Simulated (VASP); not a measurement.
Crystal: CoBi (rocksalt type).

```xyz
2
Lattice="0.0000 2.6722 2.6722 2.6722 0.0000 2.6722 2.6722 2.6722 0.0000" Properties=species:S:1:pos:R:3 pbc="T T T"
Co    0.0000    0.0000    0.0000
Bi    2.6722    2.6722    2.6722
```

| Property | Result |
| --- | --- |
| Program | VASP 6.6.1 |
| Task | relaxation of cell and atoms |
| Functional | PBE |
| Potentials or basis | VASP PAW PBE potentials, release 64 (Co, Bi_d) |
| Cutoff | 600 eV |
| k mesh | 13 × 13 × 13 |
| Occupations | fermi-dirac, width 0.05 eV |
| Spin | collinear spin, ferromagnetic start |
| Starting moments | [2.0, 0.0] μB |

At the start: pressure 2.9 GPa; volume 19.08 Å³/atom.

Q: Where does the relaxation end?

A: Over 3 steps the energy falls by 5.2 meV/atom and the volume is 19.68 Å³/atom (+3.1 %); space group Fm-3m (No. 225, to 0.1 Å) before and after; moment 0.54 μB per cell.

The path:
```tsv
step	energy change (eV)	largest force (eV/Å)	pressure (GPa)	volume (Å³)
1	0.0000	0.0000	2.87	38.16
2	-0.0069	0.0000	-1.47	40.08
3	-0.0104	0.0000	0.01	39.36
```

Final structure:
```xyz
2
Lattice="0.0000 2.6998 2.6998 2.6998 0.0000 2.6998 2.6998 2.6998 0.0000" Properties=species:S:1:pos:R:3 pbc="T T T"
Co    0.0000    0.0000    0.0000
Bi    2.6998    2.6998    2.6998
```
